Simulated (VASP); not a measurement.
# Mg33O32 (a cell with a defect) in VASP: single point with PBEsol

Aim: the single point of Mg33O32 (a cell with a defect) with PBEsol.

Program: VASP 6.6.1. These are calculated values, not measurements. Logs are shortened: lines on timing, memory, paths and dates and some standing lists are left out, and cuts for length are marked.

### 1 The cell of the first run

The cell holds a defect, 65 atoms: a = 8.429 Å, b = 8.429 Å, c = 8.429 Å, α = 90.00°, β = 90.00°, γ = 90.00°.

### 2 Single point, PBEsol

File INCAR:

```
SYSTEM = Mg33O32
PREC = Accurate
ENCUT = 520
EDIFF = 1E-6
ISMEAR = -1
SIGMA = 0.05
LREAL = Auto
LASPH = .True.
NELM = 60
ALGO = Normal
ISIF = 2
LWAVE = .False.
LCHARG = .False.
GGA = PS
NELECT = 256.0
ISYM = 0
NBANDS = 167
```

File KPOINTS:

```
Automatic mesh
0
Gamma
  1 1 1
  0.25 0.25 0.25
```

File POSCAR:

```
Mg33O32
1.0
    8.4288080000      0.0000000000      0.0000000000
    0.0000000000      8.4288080000      0.0000000000
    0.0000000000      0.0000000000      8.4288080000
O Mg
32 33
Direct
    0.2489520000      0.0011950000      0.0009240000
    0.2511160000      0.9950750000      0.5017220000
    0.2511660000      0.5019120000      0.9950270000
    0.2511290000      0.5018090000      0.5012360000
    0.7499610000      0.0006810000      0.0004410000
    0.7504830000      0.0011940000      0.4994690000
    0.7504580000      0.4996700000      0.0009350000
    0.7442850000      0.5018800000      0.5017170000
    0.9982110000      0.2489260000      0.9950030000
    0.9985390000      0.2493590000      0.5011950000
    0.0004380000      0.7496590000      0.0009320000
    0.9982120000      0.7556800000      0.5017510000
    0.4989510000      0.2511600000      0.0009300000
    0.5049980000      0.2489490000      0.5017660000
    0.4994700000      0.7501810000      0.0004820000
    0.4990060000      0.7497450000      0.4994630000
    0.9981670000      0.9950550000      0.2487080000
    0.0004470000      0.0012070000      0.7494490000
    0.9983330000      0.5017030000      0.2491630000
    0.9982880000      0.5019010000      0.7554630000
    0.4989830000      0.0012000000      0.2509440000
    0.4994460000      0.0007100000      0.7499390000
    0.5051120000      0.5019370000      0.2487080000
    0.4989520000      0.4996910000      0.7495070000
    0.2509850000      0.2490690000      0.2490780000
    0.2511340000      0.2490300000      0.7554930000
    0.2511990000      0.7558760000      0.2487440000
    0.2490010000      0.7496900000      0.7494910000
    0.7443090000      0.2489110000      0.2487240000
    0.7504930000      0.2511600000      0.7494490000
    0.7504510000      0.7497030000      0.2509370000
    0.7499690000      0.7501700000      0.7499670000
    0.9990900000      0.9947680000      0.9945460000
    0.9987520000      0.9987360000      0.5011590000
    0.9987680000      0.5013460000      0.9986160000
    0.9689740000      0.5309210000      0.5307280000
    0.4999840000      0.0001770000      0.9999260000
    0.5054030000      0.9947660000      0.5008180000
    0.5053810000      0.5009980000      0.9945520000
    0.5013560000      0.5014080000      0.5011950000
    0.2506220000      0.2494900000      0.9986370000
    0.2803100000      0.2197240000      0.5308230000
    0.2502900000      0.7561340000      0.9945210000
    0.2506560000      0.7521200000      0.5012070000
    0.7440220000      0.2498170000      0.9945200000
    0.7480140000      0.2494870000      0.5011500000
    0.7494510000      0.7506780000      0.9999050000
    0.7440470000      0.7561030000      0.5008400000
    0.2506330000      0.9987840000      0.2492320000
    0.2502660000      0.9947850000      0.7559130000
    0.2805470000      0.5313390000      0.2196900000
    0.2506560000      0.5013960000      0.7518590000
    0.7440070000      0.9947170000      0.2495870000
    0.7494550000      0.0001670000      0.7504780000
    0.7480350000      0.5013790000      0.2492440000
    0.7440280000      0.5010190000      0.7558880000
    0.9689710000      0.2197260000      0.2197720000
    0.9987850000      0.2495180000      0.7518330000
    0.9987340000      0.7520470000      0.2492790000
    0.9991300000      0.7560600000      0.7558710000
    0.5013300000      0.2494960000      0.2492840000
    0.5053810000      0.2498550000      0.7558860000
    0.5054870000      0.7562030000      0.2496270000
    0.4999880000      0.7507120000      0.7505010000
    0.1249010000      0.3755760000      0.3750270000
```

Potentials or basis: VASP PAW PBE potentials, release 64 (O, Mg).

Command:

```bash
> cat potpaw_PBE.64/O/POTCAR potpaw_PBE.64/Mg/POTCAR > POTCAR
> mpirun -np 1 vasp_std > vasp.out
```

OUTCAR:

```text
SYSTEM = Mg33O32
   PREC = Accurate
   ENCUT = 520
   EDIFF = 1E-6
   ISMEAR = -1
   LREAL = Auto
   LASPH = .True.
   NELM = 60
   ISIF = 2
   GGA = PS
   NELECT = 256.0
   ISYM = 0

 ion  position               nearest neighbor table
   1  0.249  0.001  0.001-  50 2.07  43 2.07  41 2.09  49 2.09  33 2.11  37 2.12
   2  0.251  0.995  0.502-  42 1.93  44 2.05  34 2.13  49 2.13  50 2.14  38 2.14
   3  0.251  0.502  0.995-  51 1.93  52 2.05  35 2.13  41 2.13  39 2.14  43 2.14
   4  0.251  0.502  0.501-  65 1.84  40 2.11  44 2.11  52 2.11  51 2.40  42 2.40  36 2.40
   5  0.750  0.001  0.000-  33 2.10  45 2.10  53 2.10  54 2.11  37 2.11  47 2.11
   6  0.750  0.001  0.499-  38 2.07  48 2.07  34 2.09  46 2.09  53 2.11  54 2.12
   7  0.750  0.500  0.001-  56 2.07  39 2.07  35 2.09  55 2.09  45 2.11  47 2.12
   8  0.744  0.502  0.502-  36 1.93  40 2.05  46 2.13  55 2.13  56 2.14  48 2.14
   9  0.998  0.249  0.995-  57 1.93  58 2.05  41 2.13  35 2.13  33 2.14  45 2.14
  10  0.999  0.249  0.501-  65 1.84  46 2.11  34 2.11  58 2.11  57 2.40  36 2.40  42 2.40
  11  0.000  0.750  0.001-  60 2.07  33 2.07  35 2.09  59 2.09  43 2.11  47 2.12
  12  0.998  0.756  0.502-  36 1.93  34 2.05  44 2.13  59 2.13  60 2.14  48 2.14
  13  0.499  0.251  0.001-  62 2.07  45 2.07  41 2.09  61 2.09  39 2.11  37 2.12
  14  0.505  0.249  0.502-  42 1.93  46 2.05  40 2.13  61 2.13  62 2.14  38 2.14
  15  0.499  0.750  0.000-  63 2.10  43 2.10  39 2.10  64 2.11  47 2.11  37 2.11
  16  0.499  0.750  0.499-  38 2.07  48 2.07  40 2.09  44 2.09  63 2.11  64 2.12
  17  0.998  0.995  0.249-  57 1.93  59 2.05  34 2.13  49 2.13  53 2.14  33 2.14
[... 67 lines left out ...]
  59  0.999  0.752  0.249-  17 2.05  31 2.09  11 2.09  19 2.11  27 2.13  12 2.13  53 2.97  33 2.97
                            34 2.97  47 2.97  49 2.97  35 2.99  55 2.99  44 3.00  48 3.02  43 3.02
  60  0.999  0.756  0.756-  11 2.07  18 2.07  32 2.10  28 2.11  12 2.14  20 2.14  36 2.70  33 2.85
                            43 2.92  50 2.92  47 2.94  54 2.94  34 2.97  35 2.97  44 3.02  52 3.02
  61  0.501  0.249  0.249-  29 2.05  21 2.09  13 2.09  25 2.11  23 2.13  14 2.13  45 2.97  53 2.97
                            46 2.97  55 2.97  37 2.97  41 2.99  49 2.99  40 3.00  39 3.02  38 3.02
  62  0.505  0.250  0.756-  13 2.07  30 2.07  22 2.10  24 2.11  14 2.14  26 2.14  42 2.69  45 2.84
                            39 2.92  56 2.92  37 2.94  54 2.94  46 2.97  41 2.97  40 3.02  52 3.02
  63  0.505  0.756  0.250-  31 2.07  21 2.07  15 2.10  16 2.11  23 2.14  27 2.14  51 2.69  53 2.84
                            38 2.92  48 2.92  37 2.94  47 2.94  55 2.97  49 2.97  40 3.02  44 3.02
  64  0.500  0.751  0.751-  15 2.11  32 2.11  22 2.11  28 2.12  24 2.12  16 2.12  43 2.94  48 2.94
                            56 2.94  38 2.94  39 2.94  50 2.94  40 2.97  44 2.97  52 2.97  47 2.97
  65  0.125  0.376  0.375-  25 1.84  19 1.84   4 1.84  10 1.84  51 2.27  36 2.27  57 2.27  42 2.27
                            41 3.51  61 3.51  35 3.51  59 3.51  40 3.51  44 3.51  49 3.51  52 3.51

IMPORTANT INFORMATION: All symmetrisations will be switched off!
NOSYMM: (Re-)initialisation of all symmetry stuff for point group C_1.

----------------------------------------------------------------------------------------

                                     Primitive cell

  volume of cell :     598.8230

  direct lattice vectors                    reciprocal lattice vectors
     8.428808000  0.000000000  0.000000000     0.118640738  0.000000000  0.000000000
     0.000000000  8.428808000  0.000000000     0.000000000  0.118640738  0.000000000
     0.000000000  0.000000000  8.428808000     0.000000000  0.000000000  0.118640738

  length of vectors
     8.428808000  8.428808000  8.428808000     0.118640738  0.118640738  0.118640738

  position of ions in fractional coordinates (direct lattice)
     0.248952000  0.001195000  0.000924000
     0.251116000  0.995075000  0.501722000
     0.251166000  0.501912000  0.995027000
     0.251129000  0.501809000  0.501236000
     0.749961000  0.000681000  0.000441000
     0.750483000  0.001194000  0.499469000
[... 57 lines left out ...]
     0.499988000  0.750712000  0.750501000
     0.124901000  0.375576000  0.375027000

  ion indices of the primitive-cell ions
   primitive index   ion index
                 1           1
                 2           2
                 3           3
                 4           4
                 5           5
                 6           6
[... 57 lines left out ...]
                64          64
                65          65

----------------------------------------------------------------------------------------

 KPOINTS: Automatic mesh

Automatic generation of k-mesh.
 Grid dimensions read from file:
 generate k-points for:    1    1    1

 Generating k-lattice:

  Cartesian coordinates                     Fractional coordinates (reciprocal lattice)
     0.118640738  0.000000000  0.000000000     1.000000000  0.000000000  0.000000000
     0.000000000  0.118640738  0.000000000     0.000000000  1.000000000  0.000000000
     0.000000000  0.000000000  0.118640738     0.000000000  0.000000000  1.000000000

  Length of vectors
     0.118640738  0.118640738  0.118640738

  Shift w.r.t. Gamma in fractional coordinates (k-lattice)
     0.250000000  0.250000000  0.250000000

 Subroutine IBZKPT returns following result:
 ===========================================

 Found      4 irreducible k-points:

 Following reciprocal coordinates:
            Coordinates               Weight
  0.250000  0.250000  0.250000      2.000000
 -0.250000  0.250000  0.250000      2.000000
 -0.250000 -0.250000  0.250000      2.000000
  0.250000 -0.250000  0.250000      2.000000
   k-points           NKPTS =      4   k-points in BZ     NKDIM =      4   number of bands    NBANDS=    167
   number of dos      NEDOS =    301   number of ions     NIONS =     65
   total plane-waves  NPLWV = 262144
   dimension x,y,z NGX =    64 NGY =   64 NGZ =   64
   dimension x,y,z NGXF=   128 NGYF=  128 NGZF=  128
   ions per type =              32  33
   NGX,Y,Z   is equivalent  to a cutoff of  12.62, 12.62, 12.62 a.u.
   NGXF,Y,Z  is equivalent  to a cutoff of  25.25, 25.25, 25.25 a.u.
 SYSTEM =  Mg33O32
   PREC   = accura    normal or accurate (medium, high low for compatibility)
   ISTART =      0    job   : 0-new  1-cont  2-samecut
   ICHARG =      2    charge: 1-file 2-atom 10-const
   ISPIN  =      1    spin polarized calculation?
   LNONCOLLINEAR =      F non collinear calculations
   LSORBIT =      F    spin-orbit coupling
   LASPH  =      T    aspherical Exc in radial PAW
   ENCUT  =  520.0 eV  38.22 Ry    6.18 a.u.  15.67 15.67 15.67*2*pi/ulx,y,z
   NELM   =     60;   NELMIN=  2; NELMDL= -5     # of ELM steps
   EDIFF  = 0.1E-05   stopping-criterion for ELM
   LREAL  =      T    real-space projection
   EDIFFG = 0.1E-04   stopping-criterion for IOM
   NSW    =      0    number of steps for IOM
   IBRION =     -1    ionic relax: 0-MD 1-quasi-New 2-CG
   NFREE  =      0    steps in history (QN), initial steepest desc. (CG)
   ISIF   =      2    stress and relaxation
   ISYM   =      0    0-nonsym 1-usesym 2-fastsym
   POTIM  = 0.5000    time-step for ionic-motion
   TEBEG  =    0.0;   TEEND  =   0.0 temperature during run
   PSTRESS=    0.0 pullay stress
   NELECT =     256.0000    total number of electrons
   NUPDOWN=      -1.0000    fix difference up-down
   EMIN   =  10.00;   EMAX   =-10.00  energy-range for DOS
   EFERMI =   0.00;   METHOD = LEGACY
   ISMEAR =    -1;   SIGMA  =   0.05  broadening in eV -4-tet -1-fermi 0-gaus
   EFERMI_NEDOS =   21; number of points for ismear=-14 and -15
   IALGO  =     38    algorithm
   IMIX   =      4    mixing-type and parameters
     AMIX     =   0.40;   BMIX     =  1.00
     AMIX_MAG =   1.60;   BMIX_MAG =  1.00
  volume/ion in A,a.u.               =       9.21        62.17
  Fermi-wavevector in a.u.,A,eV,Ry     =   1.233262  2.330527 20.693577  1.520935
  Thomas-Fermi vector in A             =   2.367999
   LORBIT       =      0    0 simple, 1 ext, 2 COOP (PROOUT), +10 PAW based schemes
   GGA     = PS    functional components
   LHFCALC =     F    Hartree Fock is set to
   AEXX    =    0.0000 exact exchange contribution
   IVDW    =     0    specifies the selected vdW correction
   LEPSILON=     F    determine dielectric tensor
   LRPA    =     F    only Hartree local field effects (RPA)
 non-spin polarized calculation
  energy-cutoff  :      520.00
  volume of cell :      598.82
 maximum number of plane-waves:     16125
 NGX is ok and might be reduce to    64
   NGX = 31   NGY = 31   NGZ = 31

 number of electron     255.9999955 magnetization

 Free energy of the ion-electron system (eV)
  ---------------------------------------------------
  ext. energy  EPLUGINS =         0.00000000
  ---------------------------------------------------
  free energy    TOTEN  =      -408.12270020 eV

  energy without entropy =     -408.12270020  energy(sigma->0) =     -408.12270020

 E-fermi :   4.3873     XC(G=0): -11.3294

 val. band max:        3.0944990827   @ k =  -0.2500  -0.2500   0.2500
 cond. band min:       8.4983416852   @ k =  -0.2500   0.2500   0.2500
 fundamental gap:      5.4038426025
 Fermi energy:         4.3872833861

 k-point     1 :       0.2500    0.2500    0.2500
  band No.  band energies     occupation
      1     -14.0208      2.00000
      2     -13.6315      2.00000
      3     -13.5644      2.00000
      4     -13.5635      2.00000
      5     -13.2988      2.00000
      6     -13.2485      2.00000
[... 561 lines left out ...]
    139      11.4641      0.00000
    140      11.5993      0.00000
 [bands above 140 left out]

------------------------ aborting loop because EDIFF is reached ----------------------------------------

  FORCE on cell =-STRESS in cart. coord.  units (eV):
  Direction    XX          YY          ZZ          XY          YZ          ZX
  --------------------------------------------------------------------------------------
  -------------------------------------------------------------------------------------
  Total        4.6353601      4.6041840      4.4402043      0.0134383     -0.0190040     -0.0089251
  in kB       12.4021100     12.3186969     11.8799620      0.0359548     -0.0508460     -0.0238795
  external PRESSURE =      12.2002563 kB  Pullay stress =       0.0000000 kB

 VOLUME and BASIS-vectors are now :
 -----------------------------------------------------------------------------
  energy-cutoff  :      520.00
  volume of cell :      598.82
      direct lattice vectors                 reciprocal lattice vectors
     8.428808000  0.000000000  0.000000000     0.118640738  0.000000000  0.000000000
     0.000000000  8.428808000  0.000000000     0.000000000  0.118640738  0.000000000
     0.000000000  0.000000000  8.428808000     0.000000000  0.000000000  0.118640738

 POSITION                                       TOTAL-FORCE (eV/Angst)
 -----------------------------------------------------------------------------------
      2.09837      0.01007      0.00779        -0.003966      0.007076      0.007528
      2.11661      8.38730      4.22892        -0.008321     -0.005408     -0.012032
      2.11703      4.23052      8.38689        -0.010291     -0.010248     -0.009053
      2.11672      4.22965      4.22482         0.019296      0.019221      0.028924
      6.32128      0.00574      0.00372         0.002947      0.009461      0.006534
      6.32568      0.01006      4.20993         0.006120      0.006973     -0.002730
[... 57 lines left out ...]
      4.21430      6.32761      6.32583        -0.003040     -0.002660     -0.004026
      1.05277      3.16566      3.16103        -0.001652     -0.007850      0.010351
 -----------------------------------------------------------------------------------
    total drift:                               -0.012092      0.017097      0.008063

  FREE ENERGIE OF THE ION-ELECTRON SYSTEM (eV)
  ---------------------------------------------------
  free  energy   TOTEN  =      -408.1227001951 eV

  energy  without entropy=     -408.1227001951  energy(sigma->0) =     -408.12270020
```

Run time: 27 min. Hardware: 1 thread of Intel Xeon 8259CL, shared host; peak memory 0.7 GiB.

Results:

```yaml
Free_energy: -408.1227 eV
Largest_force: 0.051 eV/Å
```

Forces in eV/Å, atoms in the order of the input:
```
O   -0.004  0.007  0.008
O   -0.008 -0.005 -0.012
O   -0.010 -0.010 -0.009
O    0.019  0.019  0.029
O    0.003  0.009  0.007
O    0.006  0.007 -0.003
O    0.007 -0.002  0.009
O   -0.003 -0.011 -0.012
O    0.012  0.014 -0.008
O   -0.028 -0.028  0.033
O    0.004 -0.005  0.010
O    0.012  0.007 -0.015
O   -0.008  0.006  0.007
O    0.007  0.011 -0.016
O   -0.010 -0.002  0.008
O   -0.010 -0.006 -0.001
O    0.014 -0.008  0.014
O    0.003  0.007 -0.006
O   -0.022  0.028 -0.035
O    0.010 -0.013  0.008
O   -0.009  0.007  0.004
O   -0.008  0.009 -0.003
O    0.007 -0.012  0.012
O   -0.009 -0.001 -0.007
O    0.029 -0.025 -0.031
O   -0.011  0.008  0.010
O   -0.012  0.006  0.010
O   -0.006 -0.006 -0.006
O   -0.007  0.013  0.014
O    0.006  0.006 -0.006
O    0.007 -0.007  0.006
O    0.004 -0.006 -0.004
Mg   0.005 -0.001 -0.001
Mg   0.000 -0.008  0.000
Mg   0.000  0.000 -0.011
Mg  -0.011  0.016  0.014
Mg  -0.004  0.002  0.003
Mg   0.000 -0.001 -0.005
Mg   0.002 -0.004 -0.003
Mg   0.011  0.000 -0.001
Mg   0.002 -0.001 -0.014
Mg   0.012 -0.011  0.010
Mg  -0.005  0.001  0.000
Mg   0.002  0.008 -0.002
Mg   0.001  0.005  0.002
Mg  -0.009 -0.002  0.000
Mg   0.003 -0.002  0.004
Mg  -0.001  0.001 -0.006
Mg   0.003 -0.011  0.001
Mg  -0.003 -0.002  0.000
Mg   0.012  0.008 -0.020
Mg   0.002  0.000  0.009
Mg   0.000  0.001  0.006
Mg   0.003  0.003 -0.003
Mg  -0.009  0.000  0.000
Mg   0.000 -0.005  0.001
Mg  -0.010 -0.010 -0.017
Mg  -0.001 -0.002  0.012
Mg   0.000  0.012 -0.001
Mg   0.004  0.001  0.000
Mg   0.013 -0.004 -0.002
Mg  -0.001  0.004  0.001
Mg  -0.002 -0.001  0.005
Mg  -0.003 -0.003 -0.004
Mg  -0.002 -0.008  0.010
```

Levels at points of the mesh, in eV from the Fermi level:
| k point | band 124 | band 125 | band 126 | band 127 | band 128 | band 129 | band 130 | band 131 | band 132 | band 133 |
| --- | --- | --- | --- | --- | --- | --- | --- | --- | --- | --- |
| (0.25, 0.25, 0.25) | -1.57 | -1.57 | -1.57 | -1.29 | -1.29 | 4.11 | 5.39 | 5.82 | 5.83 | 6.27 |

Caveat: the cell carries a net charge on a neutralising background, which shifts energy and pressure; the cell is charged against a uniform background, so pressure and absolute levels hang on convention; the PAW data sets were made with another functional, which shifts forces and pressure a little.
